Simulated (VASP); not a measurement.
Here is a VASP 6.6.1 calculation.

Contents of INCAR:

```
  PREC = Accurate
  ENCUT = 600
  EDIFF = 1E-6
  ISMEAR = -1
  SIGMA = 0.08
  LREAL = F
  LASPH = T
  NELM = 60
  ALGO = Normal
  ISIF = 3
  LWAVE = F
  LCHARG = F
  GGA = PE
  IBRION = 2
  NSW = 32
  EDIFFG = -0.005
  PSTRESS = 300.0
```

The input KPOINTS:

```
Automatic mesh
0
Gamma
  11 11 11
```

The input POSCAR:

```
TiO2
1.0
    0.0000000000      2.3374308454      2.3374308454
    2.3374308454      0.0000000000      2.3374308454
    2.3374308454      2.3374308454      0.0000000000
Ti O
1 2
Direct
    0.0000000000      0.0000000000      0.0000000000
    0.2500000000      0.2500000000      0.2500000000
    0.7500000000      0.7500000000      0.7500000000
```

Potentials or basis: VASP PAW PBE potentials, release 64 (Ti_sv, O).

The run is started by

```bash
$ cat potpaw_PBE.64/Ti_sv/POTCAR potpaw_PBE.64/O/POTCAR > POTCAR
$ mpirun -np 1 vasp_std > vasp.out
```

(1) Estimate the relaxed cell.

(2) What does it give for the band gap on the k mesh?

(3) Predict the relaxed volume.

Answers

(1) a = 3.308 Å, b = 3.308 Å, c = 3.308 Å, α = 60.00°, β = 60.00°, γ = 60.00°.

(2) 1.23 eV, indirect (least direct gap 2.08 eV).

(3) 8.53 Å³/atom.

Caveat: the cell is relaxed towards a set pressure, so the enthalpy falls and the energy may rise.
